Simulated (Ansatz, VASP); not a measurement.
**AlZn2O in VASP and in Ansatz**

```
Al Zn O
1.0
     1.51407    0.87415    6.76328
    -1.51407    0.87415    6.76328
     0.00000   -1.74829    6.76328
Al Zn O
1 2 1
Direct
  0.00000 0.00000 0.00000
  0.76887 0.76887 0.76887
  0.23113 0.23113 0.23113
  0.50000 0.50000 0.50000
```

Change from the starting cell: species swapped into the KEuS2 type (R-3m, No. 166).

Alike in both runs: functional PBE; k mesh 18 × 18 × 18; occupations gaussian, width 0.1 eV; no spin polarisation.

Ansatz relaxed the structure, and its values are those at the end. VASP's run is a single point on that final structure, the one shown.

```csv
,VASP,Ansatz
version,VASP 6.6.1,Ansatz 0.2.0
potentials or method,"VASP PAW PBE potentials, release 64 (Al, Zn, O), cutoff 520 eV","scalar-relativistic, plane waves, PAW"
valence electrons in the cell,33,33
```

VASP gave:

| Quantity | Value |
| --- | --- |
| gap on the k mesh at the Fermi level (eV) | none |
| pressure (GPa) | 0.4 |
| rms of the force components (eV/Å) | 0.018 |

Problem. What did Ansatz give for the same quantities?

Solution. gap on the k mesh at the Fermi level (eV): none; pressure (GPa): 0.0; rms of the force components (eV/Å): 0.001.

A gap of «none» marks a metal or a gap that the smearing closes.
